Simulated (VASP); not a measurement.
# CsSc (Pmma) in VASP: a series of runs

The runs below take CsSc through single point, relaxation of cell and atoms, with PBE.

All numbers are computed with VASP 6.6.1; they aren't measurements. Logs are shortened: lines on timing, memory, paths and dates and some standing lists are left out, and cuts for length are marked.

## (1) The cell of the first run

It takes space group Pmma (No. 51, orthorhombic). Conventional cell: a = 5.773 Å, b = 3.820 Å, c = 5.894 Å, α = 90.00°, β = 90.00°, γ = 90.00°. Cs (site symmetry mm2) has 8 Sc at 3.51 to 3.54 Å and 6 Cs at 3.63 to 4.68 Å within 4.7 Å. Sc (site symmetry mm2) has 8 Cs at 3.51 to 3.54 Å and 6 Sc at 3.64 to 4.68 Å within 4.7 Å.

## (2) Single point, PBE

Contents of INCAR:

```
SYSTEM = CsSc
  ALGO = Fast
  EDIFF = 1E-6
  ENCUT = 520
  GGA = PE
  ISIF = 2
  ISMEAR = 0
  LASPH = .TRUE.
  LCHARG = .TRUE.
  LELF = .TRUE.
  LREAL = .FALSE.
  LVHAR = .TRUE.
  LWAVE = .FALSE.
  NBANDS = 28
  NELM = 100
  PREC = Accurate
  SIGMA = 0.1
```

Contents of KPOINTS:

```
k-points
0
G
  4 6 4
  0 0 0
```

Contents of POSCAR:

```
CsSc
1.0
    5.7726688836      0.0000000000      0.0000000000
    0.0000000000      3.8201485259      0.0000000000
    0.0000000000      0.0000000000      5.8939434400
Cs Sc
2 2
Direct
    0.7500000000      0.0000000000      0.6870000000
    0.2500000000      0.0000000000      0.3130000000
    0.7500000000      0.5000000000      0.1880000000
    0.2500000000      0.5000000000      0.8120000000
```

Potentials or basis: VASP PAW PBE potentials, release 64 (Cs_sv, Sc_sv).

Started as:

```sh
$ cat potpaw_PBE.64/Cs_sv/POTCAR potpaw_PBE.64/Sc_sv/POTCAR > POTCAR
$ mpirun -np 1 vasp_std > vasp.out
```

OUTCAR:

```text
SYSTEM = CsSc
   EDIFF = 1E-6
   ENCUT = 520
   GGA = PE
   ISIF = 2
   ISMEAR = 0
   LASPH = .TRUE.
   LREAL = .FALSE.
   NELM = 100
   PREC = Accurate

 ion  position               nearest neighbor table
   1  0.750  0.000  0.687-
   2  0.250  0.000  0.313-
   3  0.750  0.500  0.188-
   4  0.250  0.500  0.812-

  LATTYP: Found a simple orthorhombic cell.
 ALAT       =     3.8201485259
 B/A-ratio  =     1.5111111111
 C/A-ratio  =     1.5428571429

  Lattice vectors:

 A1 = (   0.0000000000,  -3.8201485259,   0.0000000000)
 A2 = (   5.7726688836,   0.0000000000,   0.0000000000)
 A3 = (   0.0000000000,   0.0000000000,   5.8939434400)

Analysis of symmetry for initial positions (statically):
=====================================================================
 Subroutine PRICEL returns:
 Original cell was already a primitive cell.

 Routine SETGRP: Setting up the symmetry group for a
 simple orthorhombic supercell.

 Subroutine GETGRP returns: Found  8 space group operations
 (whereof  4 operations were pure point group operations)
 out of a pool of  8 trial point group operations.

The static configuration has the point symmetry C_2h.
 The point group associated with its full space group is D_2h.

Analysis of symmetry for dynamics (positions and initial velocities):
=====================================================================
 Subroutine PRICEL returns:
 Original cell was already a primitive cell.

 Routine SETGRP: Setting up the symmetry group for a
 simple orthorhombic supercell.

 Subroutine GETGRP returns: Found  8 space group operations
 (whereof  4 operations were pure point group operations)
 out of a pool of  8 trial point group operations.

The dynamic configuration has the point symmetry C_2h.
 The point group associated with its full space group is D_2h.

 Subroutine INISYM returns: Found  8 space group operations
 (whereof  4 operations are pure point group operations),
 and found     1 'primitive' translations

----------------------------------------------------------------------------------------

                                     Primitive cell

  volume of cell :     129.9759

  direct lattice vectors                    reciprocal lattice vectors
     5.772668884  0.000000000  0.000000000     0.173230099  0.000000000  0.000000000
[... 89 lines left out ...]
   NELM   =    100;   NELMIN=  2; NELMDL= -5     # of ELM steps
   EDIFF  = 0.1E-05   stopping-criterion for ELM
   LREAL  =      F    real-space projection
   EDIFFG = 0.1E-04   stopping-criterion for IOM
   NSW    =      0    number of steps for IOM
   IBRION =     -1    ionic relax: 0-MD 1-quasi-New 2-CG
   NFREE  =      0    steps in history (QN), initial steepest desc. (CG)
   ISIF   =      2    stress and relaxation
   ISYM   =      2    0-nonsym 1-usesym 2-fastsym
   POTIM  = 0.5000    time-step for ionic-motion
   TEBEG  =    0.0;   TEEND  =   0.0 temperature during run
   PSTRESS=    0.0 pullay stress
   NELECT =      40.0000    total number of electrons
   NUPDOWN=      -1.0000    fix difference up-down
   EMIN   =  10.00;   EMAX   =-10.00  energy-range for DOS
   EFERMI =   0.00;   METHOD = LEGACY
   ISMEAR =     0;   SIGMA  =   0.10  broadening in eV -4-tet -1-fermi 0-gaus
   EFERMI_NEDOS =   21; number of points for ismear=-14 and -15
   IALGO  =     68    algorithm
   IMIX   =      4    mixing-type and parameters
     AMIX     =   0.40;   BMIX     =  1.00
     AMIX_MAG =   1.60;   BMIX_MAG =  1.00
  volume/ion in A,a.u.               =      32.49       219.28
  Fermi-wavevector in a.u.,A,eV,Ry     =   1.105284  2.088684 16.621594  1.221653
  Thomas-Fermi vector in A             =   2.241769
   LORBIT       =      0    0 simple, 1 ext, 2 COOP (PROOUT), +10 PAW based schemes
   GGA     = PE    functional components
   LHFCALC =     F    Hartree Fock is set to
   AEXX    =    0.0000 exact exchange contribution
   IVDW    =     0    specifies the selected vdW correction
   LEPSILON=     F    determine dielectric tensor
   LRPA    =     F    only Hartree local field effects (RPA)
 non-spin polarized calculation
 RMM-DIIS sequential band-by-band and
 Gauss-broadening in eV      SIGMA  =   0.10
  energy-cutoff  :      520.00
  volume of cell :      129.98
 maximum number of plane-waves:      3534
 NGX is ok and might be reduce to    48
   NGX = 21   NGY = 15   NGZ = 21

 number of electron      39.9999996 magnetization

 Free energy of the ion-electron system (eV)
  ---------------------------------------------------
  ext. energy  EPLUGINS =         0.00000000
  ---------------------------------------------------
  free energy    TOTEN  =        -9.05745182 eV

  energy without entropy =       -9.01860515  energy(sigma->0) =       -9.03802848

 E-fermi :   3.9807     XC(G=0):  -9.3562

 val. band max:        3.9633983307   @ k =   0.2500   0.5000   0.2500
 cond. band min:       3.9848410857   @ k =   0.5000   0.0000   0.5000
 fundamental gap:      0.0214427549
 Fermi energy:         3.9807384462

 k-point     1 :       0.0000    0.0000    0.0000
  band No.  band energies     occupation
      1     -46.2668      2.00000
      2     -46.2619      2.00000
      3     -24.9542      2.00000
      4     -24.9427      2.00000
      5     -24.9299      2.00000
      6     -24.8996      2.00000
[... 733 lines left out ...]
     27       5.8469      0.00000
     28       5.8580      0.00000

 [... further k-points ...]

------------------------ aborting loop because EDIFF is reached ----------------------------------------

  FORCE on cell =-STRESS in cart. coord.  units (eV):
  Direction    XX          YY          ZZ          XY          YZ          ZX
  --------------------------------------------------------------------------------------
  -------------------------------------------------------------------------------------
  Total        3.5030567      2.8265881      5.2873286      0.0000000      0.0000000      0.0000000
  in kB       43.1812186     34.8425754     65.1754485      0.0000000      0.0000000      0.0000000
  external PRESSURE =      47.7330808 kB  Pullay stress =       0.0000000 kB

 VOLUME and BASIS-vectors are now :
 -----------------------------------------------------------------------------
  energy-cutoff  :      520.00
  volume of cell :      129.98
      direct lattice vectors                 reciprocal lattice vectors
     5.772668884  0.000000000  0.000000000     0.173230099  0.000000000  0.000000000
     0.000000000  3.820148526  0.000000000     0.000000000  0.261769927  0.000000000
     0.000000000  0.000000000  5.893943440     0.000000000  0.000000000  0.169665693

 POSITION                                       TOTAL-FORCE (eV/Angst)
 -----------------------------------------------------------------------------------
      4.32950      0.00000      4.04914         0.000000      0.000000      0.105308
      1.44317      0.00000      1.84480         0.000000      0.000000     -0.105308
      4.32950      1.91007      1.10806         0.000000      0.000000     -0.376967
      1.44317      1.91007      4.78588        -0.000000      0.000000      0.376967
 -----------------------------------------------------------------------------------
    total drift:                                0.000000     -0.000000     -0.000000

  FREE ENERGIE OF THE ION-ELECTRON SYSTEM (eV)
  ---------------------------------------------------
  free  energy   TOTEN  =        -9.0574518227 eV

  energy  without entropy=       -9.0186051469  energy(sigma->0) =       -9.03802848
```

OSZICAR:

```text
N       E                     dE             d eps       ncg     rms          rms(c)
DAV:   1     0.581152209930E+03    0.58115E+03   -0.17766E+04  2024   0.134E+03
DAV:   2     0.531194955752E+02   -0.52803E+03   -0.52002E+03  2464   0.484E+02
DAV:   3    -0.783738498891E+01   -0.60957E+02   -0.59582E+02  3452   0.166E+02
[... 15 lines left out ...]
RMM:  19    -0.905744042988E+01   -0.69002E-05   -0.76479E-05  2230   0.215E-02    0.185E-03
RMM:  20    -0.905744658294E+01   -0.61531E-05   -0.62543E-05  2175   0.108E-02    0.164E-03
RMM:  21    -0.905744925380E+01   -0.26709E-05   -0.26891E-05  2051   0.907E-03    0.178E-03
RMM:  22    -0.905745103862E+01   -0.17848E-05   -0.19768E-05  1906   0.641E-03    0.124E-03
RMM:  23    -0.905745182273E+01   -0.78411E-06   -0.90443E-06  1994   0.665E-03
   1 F= -.90574518E+01 E0= -.90380285E+01  d E =-.388467E-01
```

stdout:

```text
POSCAR found type information on POSCAR CsSc
 POSCAR found :  2 types and       4 ions
 scaLAPACK will be used
 LDA part: xc-table for (Slater+PW92), standard interpolation
 POSCAR, INCAR and KPOINTS ok, starting setup
 FFT: planning ... GRIDC
 FFT: planning ... GRID_SOFT
 FFT: planning ... GRID
 WAVECAR not read
 entering main loop
```

It took 4.3 min on 1 thread of Oxide Virtual Turin-like, shared host; peak memory 0.27 GiB.

Results:

- Free energy: -9.0575 eV
- Pressure: 4.8 GPa
- Largest force: 0.377 eV/Å
- Band gap on the k mesh: zero (bands 20 and 21 overlap by 0.30 eV)

Forces in eV/Å, atoms in the order of the input:
```
Cs   0.000  0.000  0.105
Cs   0.000  0.000 -0.105
Sc   0.000  0.000 -0.377
Sc   0.000  0.000  0.377
```

Stress tensor (GPa, compression positive):
```
4.32 0.00 0.00
0.00 3.48 0.00
0.00 0.00 6.52
```

Levels at points of the mesh, in eV from the Fermi level:
| k point | band 17 | band 18 | band 19 | band 20 | band 21 | band 22 | band 23 | band 24 |
| --- | --- | --- | --- | --- | --- | --- | --- | --- |
| (0.00, 0.00, 0.00) | -3.18 | -1.80 | -0.90 | -0.87 | -0.19 | 0.80 | 0.85 | 1.21 |
| (0.50, 0.00, 0.00) | -1.74 | -1.74 | -0.59 | -0.59 | 0.11 | 0.11 | 0.97 | 0.97 |
| (0.00, 0.50, 0.00) | -0.61 | -0.52 | -0.50 | 0.08 | 0.33 | 0.34 | 0.48 | 0.87 |
| (0.50, 0.50, 0.00) | -0.86 | -0.86 | -0.03 | -0.03 | 0.18 | 0.18 | 0.83 | 0.83 |
| (0.00, 0.00, 0.50) | -1.55 | -1.38 | -0.43 | -0.39 | -0.15 | 0.95 | 1.00 | 1.03 |
| (0.50, 0.00, 0.50) | -1.03 | -1.03 | -0.05 | -0.05 | 0.00 | 0.00 | 1.23 | 1.25 |
| (0.00, 0.50, 0.50) | -1.30 | -0.88 | -0.71 | -0.41 | 0.25 | 0.27 | 0.32 | 1.05 |
| (0.50, 0.50, 0.50) | -1.88 | -1.88 | -0.41 | -0.41 | 0.33 | 0.33 | 0.41 | 0.41 |

Caveat: the cell stands under pressure; spin-orbit coupling is left out, which moves the levels of the heavy elements.

## (3) Single point, PBE

This run uses another cell than the first one, of 56.37 Å³/atom.

Contents of INCAR:

```
SYSTEM = CsSc
ALGO     = Fast           ! electronic algorithm
EDIFF    = 1E-6           ! SCF threshold, eV
ENCUT    = 520            ! plane-wave cutoff, eV
GGA      = PE             ! functional
ISIF     = 2              ! what is computed and relaxed
ISMEAR   = 0              ! smearing method
LASPH    = .TRUE.         ! aspherical terms in the spheres
LCHARG   = .FALSE.        ! write CHGCAR
LREAL    = .FALSE.        ! projectors in reciprocal space
LWAVE    = .FALSE.        ! write WAVECAR
NBANDS   = 28             ! bands
NELM     = 100            ! most SCF steps
PREC     = Accurate       ! precision mode
SIGMA    = 0.1            ! smearing width, eV
```

Contents of KPOINTS:

```
k-points
0
G
  4 6 2
  0 0 0
```

Contents of POSCAR:

```
CsSc
1.0
    5.5364734691      0.0000000000      0.0000000000
    0.0000000000      3.6430420438      0.0000000000
    0.0000000000      0.0000000000     11.1787269061
Cs Sc
2 2
Direct
    0.7500000000      0.0000000000      0.7008399692
    0.2500000000      0.0000000000      0.2991600308
    0.7500000000      0.5000000000      0.0378646072
    0.2500000000      0.5000000000      0.9621353928
```

Potentials or basis: VASP PAW PBE potentials, release 64 (Cs_sv, Sc_sv).

Started as:

```sh
$ cat potpaw_PBE.64/Cs_sv/POTCAR potpaw_PBE.64/Sc_sv/POTCAR > POTCAR
$ mpirun -np 1 vasp_std > vasp.out
```

Wall time 6 min (1 thread of Oxide Virtual Turin-like, shared host); peak memory 0.35 GiB.

Results (log left out):

* Free energy: -11.0281 eV
* Pressure: 0.0 GPa
* Largest force: 0.035 eV/Å
* Band gap on the k mesh: zero (bands 20 and 21 overlap by 0.11 eV)

Forces in eV/Å, atoms in the order of the input:
```
Cs   0.000  0.000 -0.006
Cs   0.000  0.000  0.006
Sc   0.000  0.000 -0.035
Sc   0.000  0.000  0.035
```

Stress tensor (GPa, compression positive):
```
-0.04  0.00  0.00
 0.00  0.02  0.00
 0.00  0.00  0.07
```

Levels at points of the mesh, in eV from the Fermi level:
```tsv
k point	band 16	band 17	band 18	band 19	band 20	band 21	band 22	band 23	band 24	band 25
(0.00, 0.00, 0.00)	-9.52	-3.39	-1.06	-0.97	-0.05	0.07	0.10	0.72	0.75	0.92
(0.50, 0.00, 0.00)	-9.52	-2.08	-2.08	-0.59	-0.59	0.41	0.41	0.64	0.64	0.76
(0.00, 0.50, 0.00)	-10.05	-1.48	-0.57	-0.39	-0.06	0.43	0.50	0.61	0.79	1.07
(0.50, 0.50, 0.00)	-10.07	-0.48	-0.48	-0.32	-0.32	-0.03	-0.03	0.49	0.49	0.60
(0.00, 0.00, 0.50)	-9.52	-3.33	-1.60	-0.36	-0.05	0.03	0.08	0.46	0.98	1.06
(0.50, 0.00, 0.50)	-9.52	-2.09	-2.09	-0.53	-0.53	0.25	0.25	0.59	0.59	0.99
(0.00, 0.50, 0.50)	-10.06	-1.47	-0.57	-0.31	-0.16	0.18	0.41	0.73	0.81	1.43
(0.50, 0.50, 0.50)	-10.07	-0.49	-0.49	-0.39	-0.39	-0.05	-0.05	0.50	0.50	0.94
```

Caveat: spin-orbit coupling is left out, which moves the levels of the heavy elements.

## (4) Single point, PBE

This run uses another cell than the first one, of 54.68 Å³/atom.

Contents of INCAR:

```
SYSTEM = CsSc
ALGO = Fast
EDIFF = 1E-7
ENCUT = 520
GGA = PE
ISIF = 2
ISMEAR = 0
LASPH = .True.
LCHARG = .False.
LREAL = .False.
LWAVE = .False.
NBANDS = 28
NELM = 60
PREC = Accurate
SIGMA = 0.1
```

Contents of KPOINTS:

```
k-points
0
Gamma
  4 4 4
  0 0 0
```

Contents of POSCAR:

```
CsSc
1.0
    5.5552296538      0.0000000000      0.0000000000
    0.0000000000      3.6477946415      0.0000000000
    0.0000000000      0.0000000000     10.7923677506
Cs Sc
2 2
Direct
    0.7500000000      0.0000000000      0.6943958434
    0.2500000000      0.0000000000      0.3056041566
    0.7500000000      0.5000000000      0.0363910200
    0.2500000000      0.5000000000      0.9636089800
```

Started as:

```sh
$ cat potpaw_PBE.64/Cs_sv/POTCAR potpaw_PBE.64/Sc_sv/POTCAR > POTCAR
$ mpirun -np 1 vasp_std > vasp.out
```

Run time: 6.1 min. Hardware: 1 thread of Oxide Virtual Turin-like, shared host; peak memory 0.35 GiB.

The run converged. Its results:

| Item | Value |
| --- | --- |
| Free energy | -11.0283 eV |
| Pressure | 0.1 GPa |
| Largest force | 0.014 eV/Å |
| Band gap on the k mesh | zero (bands 20 and 21 overlap by 0.09 eV) |

Forces in eV/Å, atoms in the order of the input:
```
Cs   0.000  0.000 -0.003
Cs   0.000  0.000  0.003
Sc   0.000  0.000  0.014
Sc   0.000  0.000 -0.014
```

Stress tensor (GPa, compression positive):
```
0.03 0.00 0.00
0.00 0.01 0.00
0.00 0.00 0.25
```

Levels at points of the mesh, in eV from the Fermi level:
```tsv
k point	band 18	band 19	band 20	band 21	band 22	band 23
(0.00, 0.00, 0.00)	-0.98	-0.92	-0.03	0.06	0.12	0.77
(0.50, 0.00, 0.00)	-2.04	-0.56	-0.56	0.46	0.46	0.70
(0.00, 0.50, 0.00)	-0.58	-0.38	-0.03	0.37	0.55	0.57
(0.50, 0.50, 0.00)	-0.45	-0.30	-0.30	-0.01	-0.01	0.51
(0.00, 0.00, 0.50)	-1.58	-0.32	-0.03	0.02	0.09	0.61
(0.50, 0.00, 0.50)	-2.06	-0.50	-0.50	0.31	0.31	0.61
(0.00, 0.50, 0.50)	-0.57	-0.27	-0.15	0.18	0.35	0.69
(0.50, 0.50, 0.50)	-0.46	-0.40	-0.40	-0.01	-0.01	0.52
```

Caveat: the k points lie up to 0.43 Å⁻¹ apart; spin-orbit coupling is left out, which moves the levels of the heavy elements.

(Part 1 of 2 ends here.)

The gap in the log of VASP goes by the Fermi energy; the results here count the filled bands.